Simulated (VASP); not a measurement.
## BeS: single point with PBE

BeS:

```xyz
2
Lattice="0.0000 2.4395 2.4395 2.4395 0.0000 2.4395 2.4395 2.4395 0.0000" Properties=species:S:1:pos:R:3 pbc="T T T"
Be    0.0000    0.0000    0.0000
S     3.6592    3.6592    3.6592
```

| Property | Result |
| --- | --- |
| Program | VASP 6.6.1 |
| Task | single point |
| Functional | PBE |
| Potentials or basis | VASP PAW PBE potentials, release 64 (Be, S) |
| Cutoff | 520 eV |
| k mesh | 6 × 6 × 6 |
| Occupations | gaussian, width 0.1 eV |
| Spin | no spin polarisation |

| Item | Value |
| --- | --- |
| Pressure | -0.1 GPa |
| Band gap on the k mesh | 3.15 eV, indirect (least direct gap 5.68 eV) |

Levels at points of the mesh, in eV from the valence-band top:
```
           k point  band 2  band 3  band 4  band 5  band 6  band 7
(0.00, 0.00, 0.00)    0.00    0.00    0.00    5.68    5.68    5.68
(0.50, 0.00, 0.00)   -5.67   -1.01   -1.01    5.41    6.56    6.56
(0.50, 0.50, 0.00)   -4.93   -2.58   -2.58    3.15    4.93   12.64
```

It took 4.9 s on 1 thread of Intel(R) Xeon(R) 6975P-C (Granite Rapids) (shared host), peak memory 0.15 GiB.

A k mesh can miss the band edges. PBE gaps usually lie below the measured ones, often by a third to a half.
